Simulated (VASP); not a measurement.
# TaN (I4/mmm) in VASP: notebook

Runs on TaN. Level: PBE. Tasks: single point.

All numbers are computed with VASP 6.6.1; they aren't measurements. Logs are shortened: lines on timing, memory, paths and dates and some standing lists are left out, and cuts for length are marked.

### Step 1. The cell of the first run

Symmetry: I4/mmm, No. 139, tetragonal system. Conventional cell: a = 3.082 Å, b = 3.082 Å, c = 4.467 Å, α = 90.00°, β = 90.00°, γ = 90.00°. Ta (site symmetry 4/mmm) has 6 N at 2.18 to 2.23 Å within 2.9 Å. Within 2.9 Å of N (site symmetry 4/mmm) lie 6 Ta at 2.18 to 2.23 Å.

### Step 2. Single point, PBE (strain +0.000 along x and y, +0.025 along z)

File INCAR:

```
SYSTEM = TaN
PREC = Accurate
ENCUT = 520
EDIFF = 1E-6
ISMEAR = 0
SIGMA = 0.15
LREAL = .FALSE.
LASPH = .TRUE.
NELM = 100
ALGO = Normal
ISIF = 2
LWAVE = .FALSE.
LCHARG = .TRUE.
GGA = PE
LELF = .TRUE.
LVHAR = .TRUE.
NBANDS = 15
```

File KPOINTS:

```
Automatic mesh
0
G
  18 18 18
  0 0 0
```

File POSCAR:

```
TaN
1.0
    0.0000000000      2.1790000000      2.2334750000
    2.1790000000      0.0000000000      2.2334750000
    2.1790000000      2.1790000000      0.0000000000
Ta N
1 1
Direct
    0.5000000000      0.5000000000      0.5000000000
    0.0000000000      0.0000000000      0.0000000000
```

Potentials or basis: VASP PAW PBE potentials, release 64 (Ta_pv, N).

Command:

```
$ cat potpaw_PBE.64/Ta_pv/POTCAR potpaw_PBE.64/N/POTCAR > POTCAR
$ mpirun -np 1 vasp_std > vasp.out
```

OUTCAR:

```text
SYSTEM = TaN
   PREC = Accurate
   ENCUT = 520
   EDIFF = 1E-6
   ISMEAR = 0
   LREAL = .FALSE.
   LASPH = .TRUE.
   NELM = 100
   ISIF = 2
   GGA = PE

 ion  position               nearest neighbor table
   1  0.500  0.500  0.500-   2 2.18   2 2.18   2 2.18   2 2.18   2 2.23   2 2.23
   2  0.000  0.000  0.000-   1 2.18   1 2.18   1 2.18   1 2.18   1 2.23   1 2.23

  LATTYP: Found a body centered tetragonal cell.
 ALAT       =     3.0815713524
 C/A-ratio  =     1.4495689014

  Lattice vectors:

 A1 = (  -2.1790000000,   0.0000000000,   2.2334750000)
 A2 = (   2.1790000000,   0.0000000000,   2.2334750000)
 A3 = (   0.0000000000,   2.1790000000,  -2.2334750000)

Analysis of symmetry for initial positions (statically):
=====================================================================
 Subroutine PRICEL returns:
 Original cell was already a primitive cell.

 Routine SETGRP: Setting up the symmetry group for a
 body centered tetragonal supercell.

 Subroutine GETGRP returns: Found 16 space group operations
 (whereof 16 operations were pure point group operations)
 out of a pool of 16 trial point group operations.

The static configuration has the point symmetry D_4h.

Analysis of symmetry for dynamics (positions and initial velocities):
=====================================================================
 Subroutine PRICEL returns:
 Original cell was already a primitive cell.

 Routine SETGRP: Setting up the symmetry group for a
 body centered tetragonal supercell.

 Subroutine GETGRP returns: Found 16 space group operations
 (whereof 16 operations were pure point group operations)
 out of a pool of 16 trial point group operations.

The dynamic configuration has the point symmetry D_4h.

 Subroutine INISYM returns: Found 16 space group operations
 (whereof 16 operations are pure point group operations),
 and found     1 'primitive' translations

----------------------------------------------------------------------------------------

                                     Primitive cell

  volume of cell :      21.2093

  direct lattice vectors                    reciprocal lattice vectors
     0.000000000  2.179000000  2.233475000    -0.229463056  0.229463056  0.223866397
     2.179000000  0.000000000  2.233475000     0.229463056 -0.229463056  0.223866397
     2.179000000  2.179000000  0.000000000     0.229463056  0.229463056 -0.223866397

  length of vectors
     3.120328761  3.120328761  3.081571352     0.394236924  0.394236924  0.394236924

  position of ions in fractional coordinates (direct lattice)
     0.500000000  0.500000000  0.500000000
     0.000000000  0.000000000  0.000000000

  ion indices of the primitive-cell ions
   primitive index   ion index
[... 88 lines left out ...]
   EFERMI =   0.00;   METHOD = LEGACY
   ISMEAR =     0;   SIGMA  =   0.15  broadening in eV -4-tet -1-fermi 0-gaus
   EFERMI_NEDOS =   21; number of points for ismear=-14 and -15
   IALGO  =     38    algorithm
   IMIX   =      4    mixing-type and parameters
     AMIX     =   0.40;   BMIX     =  1.00
     AMIX_MAG =   1.60;   BMIX_MAG =  1.00
  volume/ion in A,a.u.               =      10.60        71.56
  Fermi-wavevector in a.u.,A,eV,Ry     =   1.490298  2.816254 30.218358  2.220987
  Thomas-Fermi vector in A             =   2.603097
   LORBIT       =      0    0 simple, 1 ext, 2 COOP (PROOUT), +10 PAW based schemes
   GGA     = PE    functional components
   LHFCALC =     F    Hartree Fock is set to
   AEXX    =    0.0000 exact exchange contribution
   IVDW    =     0    specifies the selected vdW correction
   LEPSILON=     F    determine dielectric tensor
   LRPA    =     F    only Hartree local field effects (RPA)
 non-spin polarized calculation
 Gauss-broadening in eV      SIGMA  =   0.15
  energy-cutoff  :      520.00
  volume of cell :       21.21
 maximum number of plane-waves:       588
   NGX = 11   NGY = 11   NGZ = 11

 number of electron      16.0000003 magnetization

 Free energy of the ion-electron system (eV)
  ---------------------------------------------------
  ext. energy  EPLUGINS =         0.00000000
  ---------------------------------------------------
  free energy    TOTEN  =       -21.80866325 eV

  energy without entropy =      -21.79911547  energy(sigma->0) =      -21.80388936

 E-fermi :   9.5874     XC(G=0): -13.4508

 val. band max:        9.5872895425   @ k =  -0.3333   0.3889   0.2222
 cond. band min:       9.5913670269   @ k =   0.2222   0.1667   0.0556
 fundamental gap:      0.0040774844
 Fermi energy:         9.5874003310

 k-point     1 :       0.0000    0.0000    0.0000
  band No.  band energies     occupation
      1     -26.2053      2.00000
      2     -26.1867      2.00000
      3     -26.1867      2.00000
      4      -9.3133      2.00000
      5       5.6704      2.00000
      6       5.7745      2.00000
      7       5.7745      2.00000
      8       7.2677      2.00000
      9       7.5675      2.00000
     10       7.5675      2.00000
     11       9.3469      1.97666
     12       9.8151      0.03181
     13      11.2509      0.00000
     14      18.9895      0.00000
[... 401 lines left out ...]
      2     -26.2753      2.00000
      3     -26.2072      2.00000
      4      -8.0006      2.00000
      5       1.9461      2.00000
      6       3.1595      2.00000
      7       3.4849      2.00000
      8       8.6701      2.00000
      9       8.8521      2.00000
     10       9.6812      0.37664
     11      11.9402      0.00000
     12      14.2181      0.00000
     13      14.4992      0.00000
     14      21.9310      0.00000
     15      22.0776      0.00000

 [... further k-points ...]

------------------------ aborting loop because EDIFF is reached ----------------------------------------

  FORCE on cell =-STRESS in cart. coord.  units (eV):
  Direction    XX          YY          ZZ          XY          YZ          ZX
  --------------------------------------------------------------------------------------
  -------------------------------------------------------------------------------------
  Total        1.5302448      1.5302448     -0.3899000      0.0000000      0.0000000      0.0000000
  in kB      115.5968317    115.5968317    -29.4535946      0.0000000      0.0000000      0.0000000
  external PRESSURE =      67.2466896 kB  Pullay stress =       0.0000000 kB

 VOLUME and BASIS-vectors are now :
 -----------------------------------------------------------------------------
  energy-cutoff  :      520.00
  volume of cell :       21.21
      direct lattice vectors                 reciprocal lattice vectors
     0.000000000  2.179000000  2.233475000    -0.229463056  0.229463056  0.223866397
     2.179000000  0.000000000  2.233475000     0.229463056 -0.229463056  0.223866397
     2.179000000  2.179000000  0.000000000     0.229463056  0.229463056 -0.223866397

 POSITION                                       TOTAL-FORCE (eV/Angst)
 -----------------------------------------------------------------------------------
      2.17900      2.17900      2.23347         0.000000     -0.000000     -0.000000
      0.00000      0.00000      0.00000         0.000000      0.000000      0.000000
 -----------------------------------------------------------------------------------
    total drift:                                0.000000     -0.000000     -0.000000

  FREE ENERGIE OF THE ION-ELECTRON SYSTEM (eV)
  ---------------------------------------------------
  free  energy   TOTEN  =       -21.8086632530 eV

  energy  without entropy=      -21.7991154709  energy(sigma->0) =      -21.80388936
```

OSZICAR:

```text
N       E                     dE             d eps       ncg     rms          rms(c)
DAV:   1     0.895404191945E+02    0.89540E+02   -0.88261E+03 14416   0.113E+03
DAV:   2    -0.220646907512E+02   -0.11161E+03   -0.10497E+03 17705   0.302E+02
DAV:   3    -0.248270419103E+02   -0.27624E+01   -0.27423E+01 16045   0.443E+01
DAV:   4    -0.248380924553E+02   -0.11051E-01   -0.11043E-01 18897   0.297E+00
DAV:   5    -0.248381660985E+02   -0.73643E-04   -0.73642E-04 16249   0.215E-01    0.243E+01
DAV:   6    -0.218963166501E+02    0.29418E+01   -0.55070E+00 17787   0.264E+01    0.101E+01
DAV:   7    -0.218424738091E+02    0.53843E-01   -0.57901E-01 16066   0.610E+00    0.702E+00
DAV:   8    -0.218159796737E+02    0.26494E-01   -0.14459E-01 17144   0.325E+00    0.172E+00
DAV:   9    -0.218087248438E+02    0.72548E-02   -0.19592E-02 16654   0.115E+00    0.315E-01
DAV:  10    -0.218087046064E+02    0.20237E-04   -0.14926E-03 16976   0.397E-01    0.549E-02
DAV:  11    -0.218086635844E+02    0.41022E-04   -0.82503E-05 16353   0.108E-01    0.203E-02
DAV:  12    -0.218086632530E+02    0.33137E-06   -0.79131E-06 16969   0.267E-02
   1 F= -.21808663E+02 E0= -.21803889E+02  d E =-.954778E-02
```

It took 38 s on 1 thread of Intel Xeon 6975P-C (Granite Rapids), shared host; peak memory 0.27 GiB.

What came out:

```
Free energy            : -21.8087 eV
Pressure               : 6.7 GPa
Band gap on the k mesh : zero (band 8 reaches 11.40 eV, above the bottom of band 9 at 7.57 eV)
```

Caveat: the cell differs from its parent crystal (strain +0.000 along x and y, +0.025 along z); spin-orbit coupling is left out, which moves the levels of the heavy elements.

### Step 3. Single point, PBE (strain +0.025 along x and y, +0.050 along z)

File INCAR:

```
PREC     = Accurate       # precision mode
ENCUT    = 520            # plane-wave cutoff, eV
EDIFF    = 1E-6           # SCF threshold, eV
ISMEAR   = 0              # smearing method
SIGMA    = 0.15           # smearing width, eV
LREAL    = F              # projectors in reciprocal space
LASPH    = T              # aspherical terms in the spheres
NELM     = 100            # most SCF steps
ALGO     = Normal         # electronic algorithm
ISIF     = 2              # what is computed and relaxed
LWAVE    = F              # write WAVECAR
LCHARG   = T              # write CHGCAR
GGA      = PE             # functional
LELF     = T              # ELF
LVHAR    = T            
NBANDS   = 15             # bands
```

File KPOINTS:

```
Automatic mesh
0
Gamma
  18 18 18
```

File POSCAR:

```
TaN
1.0
    0.0000000000      2.2334750000      2.2879500000
    2.2334750000      0.0000000000      2.2879500000
    2.2334750000      2.2334750000      0.0000000000
Ta N
1 1
Direct
    0.5000000000      0.5000000000      0.5000000000
    0.0000000000      0.0000000000      0.0000000000
```

Potentials or basis: VASP PAW PBE potentials, release 64 (Ta_pv, N).

Command:

```
$ cat potpaw_PBE.64/Ta_pv/POTCAR potpaw_PBE.64/N/POTCAR > POTCAR
$ mpirun -np 1 vasp_std > vasp.out
```

Wall time 39 s (1 thread of Intel Xeon 6975P-C (Granite Rapids), shared host); peak memory 0.28 GiB.

The run converged. Its results:

```
Free energy            : -21.7574 eV
Pressure               : -15.7 GPa
Band gap on the k mesh : zero (band 8 reaches 10.37 eV, above the bottom of band 9 at 6.93 eV)
```

Stress tensor (GPa, compression positive):
```
-12.73   0.00   0.00
  0.00 -12.73   0.00
  0.00   0.00 -21.74
```

Levels at points of the mesh, in eV from the Fermi level:
```csv
k point,band 5,band 6,band 7,band 8,band 9,band 10,band 11,band 12
"(0.00, 0.00, 0.00)",-3.67,-3.60,-3.60,-2.10,-1.83,-1.83,-0.25,0.20
"(0.50, 0.00, 0.00)",-9.80,-7.08,-7.08,1.61,1.72,1.84,3.59,6.50
"(0.50, 0.50, 0.00)",-6.61,-4.97,-4.39,-4.39,1.89,3.14,3.14,3.78
"(0.50, 0.00, 0.50)",-6.40,-5.01,-4.52,-4.47,1.86,3.01,3.31,3.88
```

Caveat: the cell differs from its parent crystal (strain +0.025 along x and y, +0.050 along z); spin-orbit coupling is left out, which moves the levels of the heavy elements.

### Step 4. Single point, PBE (strain -0.050 along x and y, -0.025 along z)

File INCAR:

```
SYSTEM = TaN
ALGO = Normal
EDIFF = 1E-7
ENCUT = 520
GGA = PE
ISIF = 2
ISMEAR = 0
LASPH = .TRUE.
LCHARG = .FALSE.
LREAL = .FALSE.
LWAVE = .FALSE.
NBANDS = 15
NELM = 100
PREC = Accurate
SIGMA = 0.15
```

File KPOINTS:

```
k-points
0
G
  18 18 18
  0 0 0
```

File POSCAR:

```
TaN
1.0
    0.0000000000      2.0700500000      2.1245250000
    2.0700500000      0.0000000000      2.1245250000
    2.0700500000      2.0700500000      0.0000000000
Ta N
1 1
Direct
    0.5000000000      0.5000000000      0.5000000000
    0.0000000000      0.0000000000      0.0000000000
```

Potentials or basis: VASP PAW PBE potentials, release 64 (Ta_pv, N).

Command:

```
$ cat potpaw_PBE.64/Ta_pv/POTCAR potpaw_PBE.64/N/POTCAR > POTCAR
$ mpirun -np 1 vasp_std > vasp.out
```

OUTCAR:

```text
SYSTEM = TaN
   EDIFF = 1E-7
   ENCUT = 520
   GGA = PE
   ISIF = 2
   ISMEAR = 0
   LASPH = .TRUE.
   LREAL = .FALSE.
   NELM = 100
   PREC = Accurate

 ion  position               nearest neighbor table
   1  0.500  0.500  0.500-   2 2.07   2 2.07   2 2.07   2 2.07   2 2.12   2 2.12
   2  0.000  0.000  0.000-   1 2.07   1 2.07   1 2.07   1 2.07   1 2.12   1 2.12

  LATTYP: Found a body centered tetragonal cell.
 ALAT       =     2.9274927848
 C/A-ratio  =     1.4514297088

  Lattice vectors:

 A1 = (  -2.0700500000,   0.0000000000,   2.1245250000)
 A2 = (   2.0700500000,   0.0000000000,   2.1245250000)
 A3 = (   0.0000000000,   2.0700500000,  -2.1245250000)

Analysis of symmetry for initial positions (statically):
=====================================================================
 Subroutine PRICEL returns:
 Original cell was already a primitive cell.

 Routine SETGRP: Setting up the symmetry group for a
 body centered tetragonal supercell.

 Subroutine GETGRP returns: Found 16 space group operations
 (whereof 16 operations were pure point group operations)
 out of a pool of 16 trial point group operations.

The static configuration has the point symmetry D_4h.

[... 176 lines left out ...]
      7       7.1818      2.00000
      8       8.5615      2.00000
      9       8.9371      2.00000
     10       8.9371      2.00000
     11      11.1615      1.98002
     12      11.7113      0.00428
     13      14.5011      0.00000
     14      20.8540      0.00000
[... 401 lines left out ...]
      2     -24.1982      2.00000
      3     -24.0981      2.00000
      4      -7.0080      2.00000
      5       2.9035      2.00000
      6       4.0043      2.00000
      7       4.3969      2.00000
      8      10.3306      2.00000
      9      10.4926      2.00000
     10      11.5345      0.23414
     11      14.4320      0.00000
     12      17.0923      0.00000
     13      17.6921      0.00000
     14      24.1263      0.00000
     15      25.0163      0.00000

 [... further k-points ...]

------------------------ aborting loop because EDIFF is reached ----------------------------------------

  FORCE on cell =-STRESS in cart. coord.  units (eV):
  Direction    XX          YY          ZZ          XY          YZ          ZX
  --------------------------------------------------------------------------------------
  -------------------------------------------------------------------------------------
  Total       10.6241232     10.6241232      7.0968651      0.0000000      0.0000000      0.0000000
  in kB      934.8677247    934.8677247    624.4873152      0.0000000      0.0000000      0.0000000
  external PRESSURE =     831.4075882 kB  Pullay stress =       0.0000000 kB

 VOLUME and BASIS-vectors are now :
 -----------------------------------------------------------------------------
  energy-cutoff  :      520.00
  volume of cell :       18.21
      direct lattice vectors                 reciprocal lattice vectors
     0.000000000  2.070050000  2.124525000    -0.241540059  0.241540059  0.235346725
     2.070050000  0.000000000  2.124525000     0.241540059 -0.241540059  0.235346725
     2.070050000  2.070050000  0.000000000     0.241540059  0.241540059 -0.235346725

 POSITION                                       TOTAL-FORCE (eV/Angst)
 -----------------------------------------------------------------------------------
      2.07005      2.07005      2.12453         0.000000      0.000000      0.000000
      0.00000      0.00000      0.00000         0.000000      0.000000      0.000000
 -----------------------------------------------------------------------------------
    total drift:                                0.000000     -0.000000     -0.000000

  FREE ENERGIE OF THE ION-ELECTRON SYSTEM (eV)
  ---------------------------------------------------
  free  energy   TOTEN  =       -21.0527666851 eV

  energy  without entropy=      -21.0452230413  energy(sigma->0) =      -21.04899486
```

OSZICAR:

```text
N       E                     dE             d eps       ncg     rms          rms(c)
DAV:   1     0.915081745798E+02    0.91508E+02   -0.88408E+03 14431   0.116E+03
DAV:   2    -0.215161613953E+02   -0.11302E+03   -0.10678E+03 17669   0.313E+02
DAV:   3    -0.241356001327E+02   -0.26194E+01   -0.26031E+01 16255   0.447E+01
DAV:   4    -0.241442781251E+02   -0.86780E-02   -0.86751E-02 18744   0.274E+00
DAV:   5    -0.241443221028E+02   -0.43978E-04   -0.43973E-04 16213   0.171E-01    0.336E+01
DAV:   6    -0.211040542131E+02    0.30403E+01   -0.53894E+00 17853   0.275E+01    0.145E+01
DAV:   7    -0.210821538735E+02    0.21900E-01   -0.50807E-01 16234   0.580E+00    0.934E+00
DAV:   8    -0.210585644980E+02    0.23589E-01   -0.77804E-02 16402   0.230E+00    0.214E+00
DAV:   9    -0.210528796007E+02    0.56849E-02   -0.13909E-02 15779   0.987E-01    0.347E-01
DAV:  10    -0.210528299998E+02    0.49601E-04   -0.99128E-04 16424   0.378E-01    0.993E-02
DAV:  11    -0.210527681312E+02    0.61869E-04   -0.12328E-04 16185   0.126E-01    0.402E-02
DAV:  12    -0.210527672311E+02    0.90012E-06   -0.94910E-06 15618   0.299E-02    0.720E-03
DAV:  13    -0.210527666749E+02    0.55621E-06   -0.61995E-07 16612   0.619E-03    0.520E-03
DAV:  14    -0.210527666851E+02   -0.10216E-07   -0.46732E-08  7550   0.204E-03
   1 F= -.21052767E+02 E0= -.21048995E+02  d E =-.754364E-02
```

stdout:

```text
POSCAR found type information on POSCAR TaN
 POSCAR found :  2 types and       2 ions
 scaLAPACK will be used
 LDA part: xc-table for (Slater+PW92), standard interpolation
 POSCAR, INCAR and KPOINTS ok, starting setup
 FFT: planning ... GRIDC
 FFT: planning ... GRID_SOFT
 FFT: planning ... GRID
 WAVECAR not read
 entering main loop
```

It took 39 s on 1 thread of Intel Xeon 6975P-C (Granite Rapids), shared host; peak memory 0.26 GiB.

What came out:

```yaml
Free_energy: -21.0528 eV
Pressure: 83.1 GPa
Band_gap_on_the_k_mesh: zero (band 8 reaches 13.71 eV, above the bottom of band 9 at 8.94 eV)
```

Caveat: the cell differs from its parent crystal (strain -0.050 along x and y, -0.025 along z); spin-orbit coupling is left out, which moves the levels of the heavy elements.

### Step 5. Single point, PBE

This run uses another cell than the first one, of 9.10 Å³/atom, 0.858 times its volume.

File INCAR:

```
PREC = Accurate
ENCUT = 520
EDIFF = 1E-6
ISMEAR = 0
SIGMA = 0.15
LREAL = False
LASPH = True
NELM = 100
ALGO = Normal
ISIF = 2
LWAVE = False
LCHARG = False
GGA = PE
NBANDS = 15
```

File KPOINTS:

```
regular mesh
0
Gamma
  18 18 18
```

POSCAR is that of step 4.

Command:

```
$ cat potpaw_PBE.64/Ta_pv/POTCAR potpaw_PBE.64/N/POTCAR > POTCAR
$ mpirun -np 1 vasp_std > vasp.out
```

Wall time 34 s (1 thread of Intel Xeon 6975P-C (Granite Rapids), shared host); peak memory 0.26 GiB.

It converged, with:

```
Free energy            : -21.0528 eV
Pressure               : 83.1 GPa
Band gap on the k mesh : zero (band 8 reaches 13.71 eV, above the bottom of band 9 at 8.94 eV)
```

Stress tensor (GPa, compression positive):
```
93.44  0.00  0.00
 0.00 93.44  0.00
 0.00  0.00 62.40
```

Levels at points of the mesh, in eV from the Fermi level:
```csv
k point,band 6,band 7,band 8,band 9,band 10,band 11
"(0.00, 0.00, 0.00)",-4.23,-4.23,-2.85,-2.47,-2.47,-0.25
"(0.50, 0.00, 0.00)",-8.83,-8.80,2.30,2.45,2.62,4.35
"(0.50, 0.50, 0.00)",-6.61,-4.87,-4.87,2.64,4.49,4.49
"(0.50, 0.00, 0.50)",-6.66,-5.13,-4.92,2.61,4.27,4.72
```

Caveat: spin-orbit coupling is left out, which moves the levels of the heavy elements.

(Part 1 of 2 ends here.)
